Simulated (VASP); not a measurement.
# Mg3Sb2 in VASP: a series of runs

Runs on Mg3Sb2. Level: PBE. Tasks: single point, relaxation of cell and atoms.

Program: VASP 6.6.1. These are calculated values, not measurements. Logs are shortened: lines on timing, memory, paths and dates and some standing lists are left out, and cuts for length are marked.

## 1. The cell of the first run

Symmetry: P-3m1, No. 164, trigonal system. Conventional cell: a = 4.599 Å, b = 4.599 Å, c = 7.267 Å, α = 90.00°, β = 90.00°, γ = 120.00°. Mg (site symmetry -3m) has 6 Sb at 3.12 Å and 6 Mg at 3.77 Å within 4.1 Å. Mg (site symmetry 3m) has 4 Sb at 2.85 to 2.96 Å and 6 Mg at 3.28 to 3.77 Å within 3.8 Å. Sb (site symmetry 3m) has 7 Mg at 2.85 to 3.12 Å within 3.8 Å.

## 2. Single point, PBE

Input file INCAR:

```
PREC = Accurate
ENCUT = 600
EDIFF = 1E-6
ISMEAR = -1
SIGMA = 0.1
LREAL = False
LASPH = True
NELM = 120
ALGO = Normal
ISIF = 2
LWAVE = False
LCHARG = False
GGA = PE
NBANDS = 16
GGA_COMPAT = False
```

Input file KPOINTS:

```
regular mesh
0
Gamma
  8 8 5
```

Input file POSCAR:

```
Mg3Sb2
1.0
    2.2996841492      3.9831697876      0.0000000000
   -2.2996841490      3.9831697877      0.0000000000
    0.0000000000      0.0000000000      7.2674612266
Mg Sb
3 2
Direct
    0.0000000000      0.0000000000      0.0000000000
    0.3333333333      0.3333333333      0.6325211622
    0.6666666667      0.6666666667      0.3674788378
    0.3333333333      0.3333333333      0.2257172590
    0.6666666667      0.6666666667      0.7742827410
```

Potentials or basis: VASP PAW PBE potentials, release 64 (Mg, Sb).

The run is started by

```bash
> cat potpaw_PBE.64/Mg/POTCAR potpaw_PBE.64/Sb/POTCAR > POTCAR
> mpirun -np 1 vasp_std > vasp.out
```

OUTCAR:

```text
PREC = Accurate
   ENCUT = 600
   EDIFF = 1E-6
   ISMEAR = -1
   LREAL = False
   LASPH = True
   NELM = 120
   ISIF = 2
   GGA = PE

 ion  position               nearest neighbor table
   1  0.000  0.000  0.000-   4 3.12   5 3.12   5 3.12   4 3.12   5 3.12   4 3.12
   2  0.333  0.333  0.633-   5 2.85   5 2.85   5 2.85   4 2.96   3 3.28   3 3.28   3 3.28
   3  0.667  0.667  0.367-   4 2.85   4 2.85   4 2.85   5 2.96   2 3.28   2 3.28   2 3.28
   4  0.333  0.333  0.226-   3 2.85   3 2.85   3 2.85   2 2.96   1 3.12   1 3.12   1 3.12
   5  0.667  0.667  0.774-   2 2.85   2 2.85   2 2.85   3 2.96   1 3.12   1 3.12   1 3.12

  LATTYP: Found a hexagonal cell.
 ALAT       =     4.5993682982
 C/A-ratio  =     1.5800998649

  Lattice vectors:

 A1 = (   2.2996841490,  -3.9831697877,   0.0000000000)
 A2 = (   2.2996841492,   3.9831697876,   0.0000000000)
 A3 = (   0.0000000000,   0.0000000000,   7.2674612266)

Analysis of symmetry for initial positions (statically):
=====================================================================
 Subroutine PRICEL returns:
 Original cell was already a primitive cell.

 Routine SETGRP: Setting up the symmetry group for a
 hexagonal supercell.

 Subroutine GETGRP returns: Found 12 space group operations
 (whereof 12 operations were pure point group operations)
 out of a pool of 24 trial point group operations.

The static configuration has the point symmetry D_3d.

Analysis of symmetry for dynamics (positions and initial velocities):
=====================================================================
 Subroutine PRICEL returns:
 Original cell was already a primitive cell.

 Routine SETGRP: Setting up the symmetry group for a
 hexagonal supercell.

 Subroutine GETGRP returns: Found 12 space group operations
 (whereof 12 operations were pure point group operations)
 out of a pool of 24 trial point group operations.

The dynamic configuration has the point symmetry D_3d.

 Subroutine INISYM returns: Found 12 space group operations
 (whereof 12 operations are pure point group operations),
 and found     1 'primitive' translations

----------------------------------------------------------------------------------------

                                     Primitive cell

  volume of cell :     133.1404

  direct lattice vectors                    reciprocal lattice vectors
     2.299684149  3.983169788  0.000000000     0.217421162  0.125528166  0.000000000
    -2.299684149  3.983169788  0.000000000    -0.217421162  0.125528166  0.000000000
     0.000000000  0.000000000  7.267461227     0.000000000  0.000000000  0.137599633

  length of vectors
     4.599368298  4.599368298  7.267461227     0.251056333  0.251056333  0.137599633

  position of ions in fractional coordinates (direct lattice)
     0.000000000  0.000000000  0.000000000
     0.333333333  0.333333333  0.632521162
     0.666666667  0.666666667  0.367478838
     0.333333333  0.333333333  0.225717259
     0.666666667  0.666666667  0.774282741

  ion indices of the primitive-cell ions
   primitive index   ion index
                 1           1
                 2           2
                 3           3
                 4           4
                 5           5

----------------------------------------------------------------------------------------

 KPOINTS: regular mesh

Automatic generation of k-mesh.
 Grid dimensions read from file:
 generate k-points for:    8    8    5

 Generating k-lattice:

  Cartesian coordinates                     Fractional coordinates (reciprocal lattice)
     0.027177645  0.015691021  0.000000000     0.125000000  0.000000000  0.000000000
    -0.027177645  0.015691021  0.000000000     0.000000000  0.125000000  0.000000000
     0.000000000  0.000000000  0.027519927     0.000000000  0.000000000  0.200000000

  Length of vectors
     0.031382042  0.031382042  0.027519927

  Shift w.r.t. Gamma in fractional coordinates (k-lattice)
     0.000000000  0.000000000  0.000000000

 Subroutine IBZKPT returns following result:
 ===========================================

 Found     40 irreducible k-points:

 Following reciprocal coordinates:
            Coordinates               Weight
  0.000000  0.000000  0.000000      1.000000
  0.125000  0.000000  0.000000      6.000000
  0.250000  0.000000  0.000000      6.000000
  0.375000  0.000000  0.000000      6.000000
  0.500000  0.000000  0.000000      3.000000
  0.250000  0.125000  0.000000      6.000000
[... 16 lines left out ...]
  0.375000  0.500000  0.200000     12.000000
  0.500000  0.250000  0.200000     12.000000
 [... further k-points ...]
   k-points           NKPTS =     40   k-points in BZ     NKDIM =     40   number of bands    NBANDS=     16
   number of dos      NEDOS =    301   number of ions     NIONS =      5
   total plane-waves  NPLWV =  96000
   dimension x,y,z NGX =    40 NGY =   40 NGZ =   60
   dimension x,y,z NGXF=    80 NGYF=   80 NGZF=  120
   ions per type =               3   2
   NGX,Y,Z   is equivalent  to a cutoff of  14.46, 14.46, 13.73 a.u.
   NGXF,Y,Z  is equivalent  to a cutoff of  28.92, 28.92, 27.45 a.u.
 SYSTEM =  unknown system
   PREC   = accura    normal or accurate (medium, high low for compatibility)
   ISTART =      0    job   : 0-new  1-cont  2-samecut
   ICHARG =      2    charge: 1-file 2-atom 10-const
   ISPIN  =      1    spin polarized calculation?
   LNONCOLLINEAR =      F non collinear calculations
   LSORBIT =      F    spin-orbit coupling
   LASPH  =      T    aspherical Exc in radial PAW
   ENCUT  =  600.0 eV  44.10 Ry    6.64 a.u.   9.19  9.19 14.51*2*pi/ulx,y,z
   NELM   =    120;   NELMIN=  2; NELMDL= -5     # of ELM steps
   EDIFF  = 0.1E-05   stopping-criterion for ELM
   LREAL  =      F    real-space projection
   EDIFFG = 0.1E-04   stopping-criterion for IOM
   NSW    =      0    number of steps for IOM
   IBRION =     -1    ionic relax: 0-MD 1-quasi-New 2-CG
   NFREE  =      0    steps in history (QN), initial steepest desc. (CG)
   ISIF   =      2    stress and relaxation
   ISYM   =      2    0-nonsym 1-usesym 2-fastsym
   POTIM  = 0.5000    time-step for ionic-motion
   TEBEG  =    0.0;   TEEND  =   0.0 temperature during run
   PSTRESS=    0.0 pullay stress
   NELECT =      16.0000    total number of electrons
   NUPDOWN=      -1.0000    fix difference up-down
   EMIN   =  10.00;   EMAX   =-10.00  energy-range for DOS
   EFERMI =   0.00;   METHOD = LEGACY
   ISMEAR =    -1;   SIGMA  =   0.10  broadening in eV -4-tet -1-fermi 0-gaus
   EFERMI_NEDOS =   21; number of points for ismear=-14 and -15
   IALGO  =     38    algorithm
   IMIX   =      4    mixing-type and parameters
     AMIX     =   0.40;   BMIX     =  1.00
     AMIX_MAG =   1.60;   BMIX_MAG =  1.00
  volume/ion in A,a.u.               =      26.63       179.70
  Fermi-wavevector in a.u.,A,eV,Ry     =   0.807876  1.526665  8.880036  0.652664
  Thomas-Fermi vector in A             =   1.916577
   LORBIT       =      0    0 simple, 1 ext, 2 COOP (PROOUT), +10 PAW based schemes
   GGA     = PE    functional components
   LHFCALC =     F    Hartree Fock is set to
   AEXX    =    0.0000 exact exchange contribution
   IVDW    =     0    specifies the selected vdW correction
   LEPSILON=     F    determine dielectric tensor
   LRPA    =     F    only Hartree local field effects (RPA)
 non-spin polarized calculation
  energy-cutoff  :      600.00
  volume of cell :      133.14
 maximum number of plane-waves:      4461
 NGX is ok and might be reduce to    40
   NGX = 19   NGY = 19   NGZ = 29

 number of electron      16.0000000 magnetization

 Free energy of the ion-electron system (eV)
  ---------------------------------------------------
  ext. energy  EPLUGINS =         0.00000000
  ---------------------------------------------------
  free energy    TOTEN  =       -14.64837939 eV

  energy without entropy =      -14.63979869  energy(sigma->0) =      -14.64408904

 E-fermi :   4.3533     XC(G=0):  -8.7333

 val. band max:        4.3499363903   @ k =   0.0000   0.0000   0.0000
 cond. band min:       4.5334966286   @ k =   0.3750   0.3750   0.4000
 fundamental gap:      0.1835602383
 Fermi energy:         4.3532895236

 k-point     1 :       0.0000    0.0000    0.0000
  band No.  band energies     occupation
      1      -5.8890      2.00000
      2      -4.6700      2.00000
      3      -0.5164      2.00000
      4       3.2550      1.99997
      5       3.2550      1.99997
      6       3.9488      1.96559
[... 8 lines left out ...]
     15       8.3796      0.00000
     16       9.2914      0.00000

 k-point     2 :       0.1250    0.0000    0.0000
  band No.  band energies     occupation
      1      -5.7840      2.00000
      2      -4.6096      2.00000
      3      -0.3834      2.00000
      4       2.3332      2.00000
      5       2.9696      2.00000
      6       3.0618      2.00000
[... 8 lines left out ...]
     15       8.3926      0.00000
     16       8.6289      0.00000

 k-point     3 :       0.2500    0.0000    0.0000
  band No.  band energies     occupation
      1      -5.4888      2.00000
      2      -4.4684      2.00000
      3       0.0014      2.00000
      4       1.0256      2.00000
      5       1.8883      2.00000
      6       2.5142      2.00000
[... 8 lines left out ...]
     15       8.9138      0.00000
     16       9.1945      0.00000

 k-point     4 :       0.3750    0.0000    0.0000
  band No.  band energies     occupation
      1      -5.0829      2.00000
      2      -4.3739      2.00000
      3       0.0422      2.00000
      4       0.6519      2.00000
      5       0.9827      2.00000
      6       2.1860      2.00000
[... 8 lines left out ...]
     15      10.2002      0.00000
     16      10.3657      0.00000

 k-point     5 :       0.5000    0.0000    0.0000
  band No.  band energies     occupation
      1      -4.8201      2.00000
      2      -4.4076      2.00000
      3      -0.2753      2.00000
      4       0.6216      2.00000
      5       1.1391      2.00000
      6       2.0700      2.00000
[... 8 lines left out ...]
     15      10.1222      0.00000
     16      10.6665      0.00000

 k-point     6 :       0.2500    0.1250    0.0000
  band No.  band energies     occupation
      1      -5.5834      2.00000
      2      -4.5078      2.00000
      3      -0.1229      2.00000
      4       1.5693      2.00000
      5       1.8174      2.00000
      6       2.8475      2.00000
[... 8 lines left out ...]
     15       8.8632      0.00000
     16       9.0536      0.00000
[... 267 lines left out ...]
 k-point    21 :       0.2500    0.3750    0.2000
  band No.  band energies     occupation
      1      -5.1631      2.00000
      2      -4.4781      2.00000
      3       0.0912      2.00000
      4       0.9145      2.00000
      5       1.3180      2.00000
      6       1.9815      2.00000
[... 8 lines left out ...]
     15       9.4368      0.00000
     16       9.9876      0.00000

 k-point    22 :       0.5000    0.1250    0.2000
  band No.  band energies     occupation
      1      -4.8005      2.00000
      2      -4.4259      2.00000
      3      -0.1885      2.00000
      4       0.3674      2.00000
      5       1.2659      2.00000
      6       1.8730      2.00000
[... 8 lines left out ...]
     15      10.0494      0.00000
     16      10.8241      0.00000

 k-point    23 :       0.3750    0.5000    0.2000
  band No.  band energies     occupation
      1      -4.8060      2.00000
      2      -4.4177      2.00000
      3      -0.2813      2.00000
      4       0.4665      2.00000
      5       1.3623      2.00000
      6       1.8146      2.00000
[... 8 lines left out ...]
     15       9.8091      0.00000
     16      10.6529      0.00000

 k-point    24 :       0.5000    0.2500    0.2000
  band No.  band energies     occupation
      1      -4.8253      2.00000
      2      -4.4045      2.00000
      3       0.1448      2.00000
      4       0.3069      2.00000
      5       1.1822      2.00000
      6       1.6436      2.00000
[... 8 lines left out ...]
     15       9.4814      0.00000
     16      10.2261      0.00000

 [... further k-points ...]

------------------------ aborting loop because EDIFF is reached ----------------------------------------

  FORCE on cell =-STRESS in cart. coord.  units (eV):
  Direction    XX          YY          ZZ          XY          YZ          ZX
  --------------------------------------------------------------------------------------
  -------------------------------------------------------------------------------------
  Total        0.0052302      0.0052302      0.0111440      0.0000000      0.0000000     -0.0000000
  in kB        0.0629391      0.0629391      0.1341046      0.0000000      0.0000000     -0.0000000
  external PRESSURE =       0.0866610 kB  Pullay stress =       0.0000000 kB

 VOLUME and BASIS-vectors are now :
 -----------------------------------------------------------------------------
  energy-cutoff  :      600.00
  volume of cell :      133.14
      direct lattice vectors                 reciprocal lattice vectors
     2.299684149  3.983169788  0.000000000     0.217421162  0.125528166  0.000000000
    -2.299684149  3.983169788  0.000000000    -0.217421162  0.125528166  0.000000000
     0.000000000  0.000000000  7.267461227     0.000000000  0.000000000  0.137599633

 POSITION                                       TOTAL-FORCE (eV/Angst)
 -----------------------------------------------------------------------------------
      0.00000      0.00000      0.00000        -0.000000      0.000000     -0.000000
      0.00000      2.65545      4.59682        -0.000000      0.000000     -0.003044
      0.00000      5.31089      2.67064        -0.000000      0.000000      0.003044
      0.00000      2.65545      1.64039         0.000000     -0.000000     -0.016781
      0.00000      5.31089      5.62707         0.000000      0.000000      0.016781
 -----------------------------------------------------------------------------------
    total drift:                               -0.000000      0.000000     -0.000000

  FREE ENERGIE OF THE ION-ELECTRON SYSTEM (eV)
  ---------------------------------------------------
  free  energy   TOTEN  =       -14.6483793875 eV

  energy  without entropy=      -14.6397986858  energy(sigma->0) =      -14.64408904
```

Run time: 90 s. Hardware: 1 thread of Oxide Virtual Turin-like, shared host; peak memory 0.31 GiB.

Results:

```yaml
Free_energy: -14.6484 eV
Pressure: 0.0 GPa
Largest_force: 0.017 eV/Å
Band_gap_on_the_k_mesh: 0.18 eV (least direct gap 1.00 eV)
```

Forces on the atoms (eV/Å):
```
Mg   0.000  0.000  0.000
Mg   0.000  0.000 -0.003
Mg   0.000  0.000  0.003
Sb   0.000  0.000 -0.017
Sb   0.000  0.000  0.017
```

Levels at points of the mesh, in eV from the valence-band top:
```
           k point  band 6  band 7  band 8  band 9  band 10  band 11
(0.00, 0.00, 0.00)   -0.40   -0.40    0.00    1.00     1.16     3.02
(0.50, 0.00, 0.00)   -2.28   -2.19   -0.89    0.35     1.92     2.14
```

Caveat: semilocal functionals underestimate gaps, and a narrow one can read as zero; spin-orbit coupling is left out, which moves the levels of the heavy elements. A k mesh can miss the band edges.

## 3. Relaxation of cell and atoms, PBE

This run uses another cell than the first one, of 25.95 Å³/atom.

Input file INCAR:

```
  PREC = Accurate
  ENCUT = 600
  EDIFF = 1E-7
  ISMEAR = -1
  SIGMA = 0.1
  LREAL = False
  LASPH = True
  NELM = 120
  ALGO = Normal
  ISIF = 3
  LWAVE = False
  LCHARG = False
  GGA = PE
  IBRION = 2
  NSW = 80
  EDIFFG = -0.01
  GGA_COMPAT = False
  NELMIN = 4
```

KPOINTS is that of step 2.

Input file POSCAR:

```
Mg3Sb2
1.0
    2.2796318700      3.9484382300      0.0000000000
   -2.2796340000      3.9484394600      0.0000000000
    0.0000000000      0.0000000000      7.2072920000
Mg Sb
3 2
Direct
    0.0000000000      0.0000000000      0.0000000000
    0.3333000000      0.3334000000      0.6300000000
    0.6667000000      0.6666000000      0.3700000000
    0.3333000000      0.3334000000      0.2350000000
    0.6667000000      0.6666000000      0.7650000000
```

Potentials or basis: VASP PAW PBE potentials, release 64 (Mg, Sb).

The run is started by

```bash
> cat potpaw_PBE.64/Mg/POTCAR potpaw_PBE.64/Sb/POTCAR > POTCAR
> mpirun -np 1 vasp_std > vasp.out
```

Run time: 12 min. Hardware: 1 thread of Oxide Virtual Turin-like, shared host; peak memory 0.39 GiB.

Results (log left out):

| Property | Result |
| --- | --- |
| Free energy | -14.6484 eV |
| Relaxed volume | 26.61 Å³/atom |
| Relaxed cell | a = 4.598 Å, b = 4.598 Å, c = 7.265 Å, α = 90.00°, β = 90.00°, γ = 60.00° |
| Space group after relaxing (to 0.1 Å) | P-3m1 (No. 164) |
| Energy gained by relaxing | 11.3 meV/atom |
| Ionic steps | 9 |
| Pressure after relaxing | 0.0 GPa |
| Band gap on the k mesh | 0.18 eV (least direct gap 1.00 eV) |

Forces on the atoms (eV/Å):
```
Mg   0.000  0.000  0.000
Mg   0.000  0.000  0.000
Mg   0.000  0.000  0.000
Sb   0.000  0.000  0.003
Sb   0.000  0.000 -0.003
```

The path:
```tsv
step	energy change (eV)	largest force (eV/Å)	pressure (GPa)	volume (Å³)
1	0.0000	0.5524	1.71	129.75
2	-0.0443	0.2234	-0.34	135.01
3	-0.0443	0.2184	-0.37	135.10
4	-0.0507	0.1525	-0.21	134.34
5	-0.0554	0.0279	0.12	132.92
6	-0.0565	0.0082	-0.02	133.20
7	-0.0566	0.0130	-0.06	133.28
8	-0.0566	0.0121	-0.05	133.27
9	-0.0567	0.0025	0.02	133.04
```

Final structure:
```
Mg Sb
1.0
     2.29920    3.98233    0.00000
    -2.29900    3.98222    0.00013
    -0.00020    0.00012    7.26521
Mg Sb
3 2
Direct
  0.00000 0.00000 0.00000
  0.33333 0.33335 0.63231
  0.66667 0.66665 0.36769
  0.33332 0.33336 0.22520
  0.66668 0.66664 0.77480
```

Levels at points of the mesh, in eV from the valence-band top:
```
           k point  band 5  band 6  band 7  band 8  band 9  band 10  band 11  band 12
(0.00, 0.00, 0.00)   -1.10   -0.40   -0.40    0.00    1.00     1.16     3.02     3.02
(0.50, 0.00, 0.00)   -3.22   -2.28   -2.19   -0.88    0.35     1.92     2.14     2.78
(0.00, 0.50, 0.00)   -3.22   -2.28   -2.19   -0.89    0.35     1.92     2.14     2.78
```

Caveat: semilocal functionals underestimate gaps, and a narrow one can read as zero; spin-orbit coupling is left out, which moves the levels of the heavy elements. PBE usually gives volumes a little too large and moduli too small.
